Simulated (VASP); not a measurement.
# ZnO (zincite) (P6_3mc) in VASP: settings compared

The runs below take ZnO (zincite) through single point, with PBE, LDA, PBEsol.

All numbers are computed with VASP 6.6.1; they aren't measurements. Logs are shortened: lines on timing, memory, paths and dates and some standing lists are left out, and cuts for length are marked.

## 1. The cell of the first run

The structure is hexagonal, space group P6_3mc (No. 186). The conventional cell has a = 3.313 Å, b = 3.313 Å, c = 5.308 Å, α = 90.00°, β = 90.00°, γ = 120.00°. Within 2.7 Å of Zn (site symmetry 3m) lie 4 O at 2.01 to 2.02 Å. Within 2.7 Å of O (site symmetry 3m) lie 4 Zn at 2.01 to 2.02 Å.

## 2. Single point, PBE (volume scaled by 1.06)

INCAR

```
PREC     = Accurate       # precision mode
ENCUT    = 520            # plane-wave cutoff, eV
EDIFF    = 1E-7           # SCF threshold, eV
ISMEAR   = -1             # smearing method
SIGMA    = 0.05           # smearing width, eV
LREAL    = False          # projectors in reciprocal space
LASPH    = True           # aspherical terms in the spheres
NELM     = 60             # most SCF steps
ALGO     = Normal         # electronic algorithm
ISIF     = 2              # what is computed and relaxed
LWAVE    = False          # write WAVECAR
LCHARG   = False          # write CHGCAR
GGA      = PE             # functional
NBANDS   = 26             # bands
```

KPOINTS

```
regular mesh
0
Gamma
  9 9 5
```

POSCAR

```
ZnO
1.0
    3.3130361008      0.0000000000      0.0000000000
   -1.6565180504      2.8691734269      0.0000000000
    0.0000000000      0.0000000000      5.3078076462
Zn O
2 2
Direct
    0.6666666667      0.3333333333      0.0000000000
    0.3333333333      0.6666666667      0.5000000000
    0.3333333333      0.6666666667      0.8790100000
    0.6666666667      0.3333333333      0.3790100000
```

Potentials or basis: VASP PAW PBE potentials, release 64 (Zn, O).

Run with:

```bash
$ cat potpaw_PBE.64/Zn/POTCAR potpaw_PBE.64/O/POTCAR > POTCAR
$ mpirun -np 1 vasp_std > vasp.out
```

OUTCAR:

```text
PREC = Accurate
   ENCUT = 520
   EDIFF = 1E-7
   ISMEAR = -1
   LREAL = False
   LASPH = True
   NELM = 60
   ISIF = 2
   GGA = PE

 ion  position               nearest neighbor table
   1  0.667  0.333  0.000-   4 2.01   3 2.02   3 2.02   3 2.02
   2  0.333  0.667  0.500-   3 2.01   4 2.02   4 2.02   4 2.02
   3  0.333  0.667  0.879-   2 2.01   1 2.02   1 2.02   1 2.02
   4  0.667  0.333  0.379-   1 2.01   2 2.02   2 2.02   2 2.02

  LATTYP: Found a hexagonal cell.
 ALAT       =     3.3130361008
 C/A-ratio  =     1.6020977390

  Lattice vectors:

 A1 = (   3.3130361008,   0.0000000000,   0.0000000000)
 A2 = (  -1.6565180504,   2.8691734269,   0.0000000000)
 A3 = (   0.0000000000,   0.0000000000,   5.3078076462)

Analysis of symmetry for initial positions (statically):
=====================================================================
 Subroutine PRICEL returns:
 Original cell was already a primitive cell.

 Routine SETGRP: Setting up the symmetry group for a
 hexagonal supercell.

 Subroutine GETGRP returns: Found 12 space group operations
 (whereof  6 operations were pure point group operations)
 out of a pool of 24 trial point group operations.

The static configuration has the point symmetry C_3v.
 The point group associated with its full space group is C_6v.

Analysis of symmetry for dynamics (positions and initial velocities):
=====================================================================
 Subroutine PRICEL returns:
 Original cell was already a primitive cell.

 Routine SETGRP: Setting up the symmetry group for a
 hexagonal supercell.

 Subroutine GETGRP returns: Found 12 space group operations
 (whereof  6 operations were pure point group operations)
 out of a pool of 24 trial point group operations.

The dynamic configuration has the point symmetry C_3v.
 The point group associated with its full space group is C_6v.

 Subroutine INISYM returns: Found 12 space group operations
 (whereof  6 operations are pure point group operations),
 and found     1 'primitive' translations

----------------------------------------------------------------------------------------

                                     Primitive cell

  volume of cell :      50.4543

  direct lattice vectors                    reciprocal lattice vectors
[... 82 lines left out ...]
   PREC   = accura    normal or accurate (medium, high low for compatibility)
   ISTART =      0    job   : 0-new  1-cont  2-samecut
   ICHARG =      2    charge: 1-file 2-atom 10-const
   ISPIN  =      1    spin polarized calculation?
   LNONCOLLINEAR =      F non collinear calculations
   LSORBIT =      F    spin-orbit coupling
   LASPH  =      T    aspherical Exc in radial PAW
   ENCUT  =  520.0 eV  38.22 Ry    6.18 a.u.   6.16  6.16  9.87*2*pi/ulx,y,z
   NELM   =     60;   NELMIN=  2; NELMDL= -5     # of ELM steps
   EDIFF  = 0.1E-06   stopping-criterion for ELM
   LREAL  =      F    real-space projection
   EDIFFG = 0.1E-05   stopping-criterion for IOM
   NSW    =      0    number of steps for IOM
   IBRION =     -1    ionic relax: 0-MD 1-quasi-New 2-CG
   NFREE  =      0    steps in history (QN), initial steepest desc. (CG)
   ISIF   =      2    stress and relaxation
   ISYM   =      2    0-nonsym 1-usesym 2-fastsym
   POTIM  = 0.5000    time-step for ionic-motion
   TEBEG  =    0.0;   TEEND  =   0.0 temperature during run
   PSTRESS=    0.0 pullay stress
   NELECT =      36.0000    total number of electrons
   NUPDOWN=      -1.0000    fix difference up-down
   EMIN   =  10.00;   EMAX   =-10.00  energy-range for DOS
   EFERMI =   0.00;   METHOD = LEGACY
   ISMEAR =    -1;   SIGMA  =   0.05  broadening in eV -4-tet -1-fermi 0-gaus
   EFERMI_NEDOS =   21; number of points for ismear=-14 and -15
   IALGO  =     38    algorithm
   IMIX   =      4    mixing-type and parameters
     AMIX     =   0.40;   BMIX     =  1.00
     AMIX_MAG =   1.60;   BMIX_MAG =  1.00
  volume/ion in A,a.u.               =      12.61        85.12
  Fermi-wavevector in a.u.,A,eV,Ry     =   1.462883  2.764448 29.116834  2.140027
  Thomas-Fermi vector in A             =   2.579044
   LORBIT       =      0    0 simple, 1 ext, 2 COOP (PROOUT), +10 PAW based schemes
   GGA     = PE    functional components
   LHFCALC =     F    Hartree Fock is set to
   AEXX    =    0.0000 exact exchange contribution
   IVDW    =     0    specifies the selected vdW correction
   LEPSILON=     F    determine dielectric tensor
   LRPA    =     F    only Hartree local field effects (RPA)
 non-spin polarized calculation
  energy-cutoff  :      520.00
  volume of cell :       50.45
 maximum number of plane-waves:      1387
 NGX is ok and might be reduce to    28
   NGX = 13   NGY = 13   NGZ = 19

 number of electron      36.0000023 magnetization

 Free energy of the ion-electron system (eV)
  ---------------------------------------------------
  ext. energy  EPLUGINS =         0.00000000
  ---------------------------------------------------
  free energy    TOTEN  =       -17.85636510 eV

  energy without entropy =      -17.85635592  energy(sigma->0) =      -17.85636051

 E-fermi :   1.0860     XC(G=0): -10.6041

 val. band max:        0.6909740234   @ k =   0.0000   0.0000   0.0000
 cond. band min:       1.3932439392   @ k =   0.0000   0.0000   0.0000
 fundamental gap:      0.7022699158
 Fermi energy:         1.0859502912

 k-point     1 :       0.0000    0.0000    0.0000
  band No.  band energies     occupation
      1     -16.9463      2.00000
      2     -16.3011      2.00000
      3      -4.7368      2.00000
      4      -4.7368      2.00000
      5      -4.7045      2.00000
      6      -4.5579      2.00000
[... 685 lines left out ...]
     25      14.0188      0.00000
     26      14.7376      0.00000

 [... further k-points ...]
[... 5 lines left out ...]
  --------------------------------------------------------------------------------------
  -------------------------------------------------------------------------------------
  Total       -0.7926970     -0.7926970     -0.3270521      0.0000000      0.0000000      0.0000000
  in kB      -25.1721113    -25.1721113    -10.3855471      0.0000000      0.0000000      0.0000000
  external PRESSURE =     -20.2432565 kB  Pullay stress =       0.0000000 kB

 VOLUME and BASIS-vectors are now :
 -----------------------------------------------------------------------------
  energy-cutoff  :      520.00
  volume of cell :       50.45
      direct lattice vectors                 reciprocal lattice vectors
     3.313036101  0.000000000  0.000000000     0.301837942  0.174266217  0.000000000
    -1.656518050  2.869173427  0.000000000     0.000000000  0.348532435  0.000000000
     0.000000000  0.000000000  5.307807646     0.000000000  0.000000000  0.188401703

 POSITION                                       TOTAL-FORCE (eV/Angst)
 -----------------------------------------------------------------------------------
      1.65652      0.95639      0.00000         0.000000     -0.000000     -0.054055
     -0.00000      1.91278      2.65390        -0.000000      0.000000     -0.054055
     -0.00000      1.91278      4.66562         0.000000      0.000000      0.054055
      1.65652      0.95639      2.01171         0.000000      0.000000      0.054055
 -----------------------------------------------------------------------------------
    total drift:                                0.000000      0.000000     -0.000675

  FREE ENERGIE OF THE ION-ELECTRON SYSTEM (eV)
  ---------------------------------------------------
  free  energy   TOTEN  =       -17.8563651024 eV

  energy  without entropy=      -17.8563559186  energy(sigma->0) =      -17.85636051
```

stdout:

```text
POSCAR found type information on POSCAR ZnO
 POSCAR found :  2 types and       4 ions
 scaLAPACK will be used
 LDA part: xc-table for (Slater+PW92), standard interpolation
 POSCAR, INCAR and KPOINTS ok, starting setup
 FFT: planning ... GRIDC
 FFT: planning ... GRID_SOFT
 FFT: planning ... GRID
 WAVECAR not read
 entering main loop
```

It used 43 s of CPU time on 1 thread of Intel Xeon 6975P-C, on a shared host.

What came out:

- Free energy: -17.8564 eV
- Pressure: -2.0 GPa
- Largest force: 0.054 eV/Å
- Band gap on the k mesh: 0.70 eV, direct

Forces on the atoms (eV/Å):
```
Zn   0.000  0.000 -0.054
Zn   0.000  0.000 -0.054
O    0.000  0.000  0.054
O    0.000  0.000  0.054
```

Stress tensor (GPa, compression positive):
```
-2.52  0.00  0.00
 0.00 -2.52  0.00
 0.00  0.00 -1.04
```

Levels at points of the mesh, in eV from the valence-band top:
| k point | band 16 | band 17 | band 18 | band 19 | band 20 | band 21 |
| --- | --- | --- | --- | --- | --- | --- |
| (0.00, 0.00, 0.00) | -0.05 | 0.00 | 0.00 | 0.70 | 4.99 | 8.07 |

## 3. Single point, LDA (volume scaled by 0.94)

INCAR

```
SYSTEM = ZnO
PREC = Accurate ; ENCUT = 520
EDIFF = 1E-7 ; ISMEAR = -1
SIGMA = 0.05 ; LREAL = .FALSE.
LASPH = .TRUE. ; NELM = 100
ALGO = Normal ; ISIF = 2
LWAVE = .FALSE. ; LCHARG = .FALSE.
NBANDS = 26
```

KPOINTS

```
Automatic mesh
0
G
  9 9 5
  0 0 0
```

POSCAR

```
ZnO
1.0
    3.1829769797      0.0000000000      0.0000000000
   -1.5914884899      2.7565389241      0.0000000000
    0.0000000000      0.0000000000      5.0994402224
Zn O
2 2
Direct
    0.6666666667      0.3333333333      0.0000000000
    0.3333333333      0.6666666667      0.5000000000
    0.3333333333      0.6666666667      0.8790100000
    0.6666666667      0.3333333333      0.3790100000
```

Potentials or basis: VASP PAW LDA potentials, release 64 (Zn, O).

Run with:

```bash
$ cat potpaw_LDA.64/Zn/POTCAR potpaw_LDA.64/O/POTCAR > POTCAR
$ mpirun -np 1 vasp_std > vasp.out
```

Wall time 51 s (1 thread of Intel Xeon 8259CL, shared host); peak memory 0.16 GiB.

It converged, with:

| Quantity | Value |
| --- | --- |
| Free energy | -21.1456 eV |
| Pressure | 3.5 GPa |
| Largest force | 0.078 eV/Å |
| Band gap on the k mesh | 0.84 eV, direct |

Forces on the atoms (eV/Å):
```
Zn   0.000  0.000 -0.078
Zn   0.000  0.000 -0.078
O    0.000  0.000  0.078
O    0.000  0.000  0.078
```

Stress tensor (GPa, compression positive):
```
2.82 0.00 0.00
0.00 2.82 0.00
0.00 0.00 4.97
```

Levels at points of the mesh, in eV from the valence-band top:
| k point | band 16 | band 17 | band 18 | band 19 | band 20 | band 21 |
| --- | --- | --- | --- | --- | --- | --- |
| (0.00, 0.00, 0.00) | -0.09 | 0.00 | 0.00 | 0.84 | 5.32 | 8.34 |

## 4. Single point, PBEsol (volume scaled by 0.94)

INCAR

```
SYSTEM = ZnO
ALGO = Normal
EDIFF = 1E-6
ENCUT = 520
GGA = PS
ISIF = 2
ISMEAR = -1
LASPH = .True.
LCHARG = .True.
LELF = .True.
LREAL = .False.
LVHAR = .True.
LWAVE = .False.
NBANDS = 26
NELM = 60
PREC = Accurate
SIGMA = 0.05
```

KPOINTS

```
k-points
0
Gamma
  9 9 5
  0 0 0
```

POSCAR is that of step 3.

Potentials or basis: VASP PAW PBE potentials, release 64 (Zn, O).

Run with:

```bash
$ cat potpaw_PBE.64/Zn/POTCAR potpaw_PBE.64/O/POTCAR > POTCAR
$ mpirun -np 1 vasp_std > vasp.out
```

Wall time 56 s (1 thread of Intel Xeon 8259CL, shared host); peak memory 0.18 GiB.

Results (log left out):

| Item | Value |
| --- | --- |
| Free energy | -19.3305 eV |
| Pressure | 9.6 GPa |
| Largest force | 0.088 eV/Å |
| Band gap on the k mesh | 0.77 eV, direct |

Forces in eV/Å, atoms in the order of the input:
```
Zn   0.000  0.000 -0.088
Zn   0.000  0.000 -0.088
O    0.000  0.000  0.088
O    0.000  0.000  0.088
```

Stress tensor (GPa, compression positive):
```
 8.87  0.00  0.00
 0.00  8.87  0.00
 0.00  0.00 10.94
```

Levels at points of the mesh, in eV from the valence-band top:
| k point | band 15 | band 16 | band 17 | band 18 | band 19 | band 20 | band 21 | band 22 |
| --- | --- | --- | --- | --- | --- | --- | --- | --- |
| (0.00, 0.00, 0.00) | -0.89 | -0.09 | 0.00 | 0.00 | 0.77 | 5.32 | 8.35 | 13.02 |

Caveat: the PAW data sets were made with another functional, which shifts forces and pressure a little.

## 5. Single point, LDA (volume scaled by 0.96)

INCAR

```
PREC = Accurate
ENCUT = 520
EDIFF = 1E-7
ISMEAR = -1
SIGMA = 0.05
LREAL = False
LASPH = True
NELM = 80
ALGO = Normal
ISIF = 2
LWAVE = False
LCHARG = False
GGA = CA
NBANDS = 26
```

KPOINTS

```
regular mesh
0
Gamma
  9 9 5
```

POSCAR

```
ZnO
1.0
    3.2053930491      0.0000000000      0.0000000000
   -1.6026965246      2.7759518096      0.0000000000
    0.0000000000      0.0000000000      5.1353529565
Zn O
2 2
Direct
    0.6666666667      0.3333333333      0.0000000000
    0.3333333333      0.6666666667      0.5000000000
    0.3333333333      0.6666666667      0.8790100000
    0.6666666667      0.3333333333      0.3790100000
```

Potentials or basis: VASP PAW LDA potentials, release 64 (Zn, O).

Run with:

```bash
$ cat potpaw_LDA.64/Zn/POTCAR potpaw_LDA.64/O/POTCAR > POTCAR
$ mpirun -np 1 vasp_std > vasp.out
```

OUTCAR:

```text
PREC = Accurate
   ENCUT = 520
   EDIFF = 1E-7
   ISMEAR = -1
   LREAL = False
   LASPH = True
   NELM = 80
   ISIF = 2
   GGA = CA

 ion  position               nearest neighbor table
   1  0.667  0.333  0.000-   4 1.95   3 1.95   3 1.95   3 1.95
   2  0.333  0.667  0.500-   3 1.95   4 1.95   4 1.95   4 1.95
   3  0.333  0.667  0.879-   2 1.95   1 1.95   1 1.95   1 1.95
   4  0.667  0.333  0.379-   1 1.95   2 1.95   2 1.95   2 1.95

  LATTYP: Found a hexagonal cell.
 ALAT       =     3.2053930491
[... 888 lines left out ...]
     25      14.7455      0.00000
     26      16.0648      0.00000

 [... further k-points ...]
[... 5 lines left out ...]
  --------------------------------------------------------------------------------------
  -------------------------------------------------------------------------------------
  Total       -0.2023658     -0.2023658      0.3738008      0.0000000      0.0000000      0.0000000
  in kB       -7.0955209     -7.0955209     13.1065165      0.0000000      0.0000000      0.0000000
  external PRESSURE =      -0.3615084 kB  Pullay stress =       0.0000000 kB

 VOLUME and BASIS-vectors are now :
 -----------------------------------------------------------------------------
  energy-cutoff  :      520.00
  volume of cell :       45.69
      direct lattice vectors                 reciprocal lattice vectors
     3.205393049  0.000000000  0.000000000     0.311974221  0.180118401  0.000000000
    -1.602696525  2.775951810  0.000000000     0.000000000  0.360236801  0.000000000
     0.000000000  0.000000000  5.135352957     0.000000000  0.000000000  0.194728582

 POSITION                                       TOTAL-FORCE (eV/Angst)
 -----------------------------------------------------------------------------------
      1.60270      0.92532      0.00000         0.000000      0.000000     -0.070224
     -0.00000      1.85063      2.56768        -0.000000      0.000000     -0.070224
     -0.00000      1.85063      4.51403         0.000000      0.000000      0.070224
      1.60270      0.92532      1.94635        -0.000000      0.000000      0.070224
 -----------------------------------------------------------------------------------
    total drift:                                0.000000      0.000001     -0.000293

  FREE ENERGIE OF THE ION-ELECTRON SYSTEM (eV)
  ---------------------------------------------------
  free  energy   TOTEN  =       -21.1569802836 eV

  energy  without entropy=      -21.1569771649  energy(sigma->0) =      -21.15697872
```

Wall time 53 s (1 thread of Intel Xeon 8259CL, shared host); peak memory 0.16 GiB.

Results:

```yaml
Free_energy: -21.1570 eV
Pressure: 0.0 GPa
Largest_force: 0.070 eV/Å
Band_gap_on_the_k_mesh: 0.81 eV, direct
```

Forces in eV/Å, atoms in the order of the input:
```
Zn   0.000  0.000 -0.070
Zn   0.000  0.000 -0.070
O    0.000  0.000  0.070
O    0.000  0.000  0.070
```

Stress tensor (GPa, compression positive):
```
-0.71  0.00  0.00
 0.00 -0.71  0.00
 0.00  0.00  1.31
```

Levels at points of the mesh, in eV from the valence-band top:
```
           k point  band 15  band 16  band 17  band 18  band 19  band 20  band 21  band 22
(0.00, 0.00, 0.00)    -0.87    -0.08     0.00     0.00     0.81     5.24     8.27    12.85
```

## 6. Single point, PBEsol (volume scaled by 0.96)

INCAR

```
SYSTEM = ZnO
PREC = Accurate
ENCUT = 520
EDIFF = 1E-6
ISMEAR = -1
SIGMA = 0.05
LREAL = .False.
LASPH = .True.
NELM = 100
ALGO = Normal
ISIF = 2
LWAVE = .False.
LCHARG = .False.
GGA = PS
NBANDS = 26
```

KPOINTS

```
regular mesh
0
Gamma
  9 9 5
  0 0 0
```

POSCAR is that of step 5.

Potentials or basis: VASP PAW PBE potentials, release 64 (Zn, O).

Run with:

```bash
$ cat potpaw_PBE.64/Zn/POTCAR potpaw_PBE.64/O/POTCAR > POTCAR
$ mpirun -np 1 vasp_std > vasp.out
```

Run time: 56 s. Hardware: 1 thread of Intel Xeon 8259CL, shared host; peak memory 0.18 GiB.

Results (log left out):

```yaml
Free_energy: -19.3776 eV
Pressure: 5.8 GPa
Largest_force: 0.080 eV/Å
Band_gap_on_the_k_mesh: 0.74 eV, direct
```

Forces in eV/Å, atoms in the order of the input:
```
Zn   0.000  0.000 -0.080
Zn   0.000  0.000 -0.080
O    0.000  0.000  0.080
O    0.000  0.000  0.080
```

Stress tensor (GPa, compression positive):
```
5.16 0.00 0.00
0.00 5.16 0.00
0.00 0.00 7.10
```

Levels at points of the mesh, in eV from the valence-band top:
```csv
k point,band 15,band 16,band 17,band 18,band 19,band 20,band 21,band 22
"(0.00, 0.00, 0.00)",-0.87,-0.09,0.00,0.00,0.74,5.25,8.28,12.92
```

Caveat: the PAW data sets were made with another functional, which shifts forces and pressure a little.

## 7. Summary

```tsv
level	potentials or basis	cell	gap on the mesh (eV)	pressure (GPa)	largest force (eV/Å)
PBE	VASP PAW PBE potentials, release 64 (Zn, O)	a = 3.313, b = 3.313, c = 5.308 Å, angles 90.0, 90.0, 120.0°, 4 atoms	0.70	-2.0	0.05
LDA	VASP PAW LDA potentials, release 64 (Zn, O)	a = 3.183, b = 3.183, c = 5.099 Å, angles 90.0, 90.0, 120.0°, 4 atoms	0.84	3.5	0.08
PBEsol	VASP PAW PBE potentials, release 64 (Zn, O)	a = 3.183, b = 3.183, c = 5.099 Å, angles 90.0, 90.0, 120.0°, 4 atoms	0.77	9.6	0.09
LDA	VASP PAW LDA potentials, release 64 (Zn, O)	a = 3.205, b = 3.205, c = 5.135 Å, angles 90.0, 90.0, 120.0°, 4 atoms	0.81	0.0	0.07
PBEsol	VASP PAW PBE potentials, release 64 (Zn, O)	a = 3.205, b = 3.205, c = 5.135 Å, angles 90.0, 90.0, 120.0°, 4 atoms	0.74	5.8	0.08
```

Alike in all rows: task single point; no spin polarisation; k mesh 9 × 9 × 5; cutoff (eV) 520; smearing fermi-dirac 0.05 eV.

Caveats: the PAW data sets were made with another functional, which shifts forces and pressure a little (some runs).

Total energies depend on the potentials used, so only differences within one code and one set of settings carry meaning.
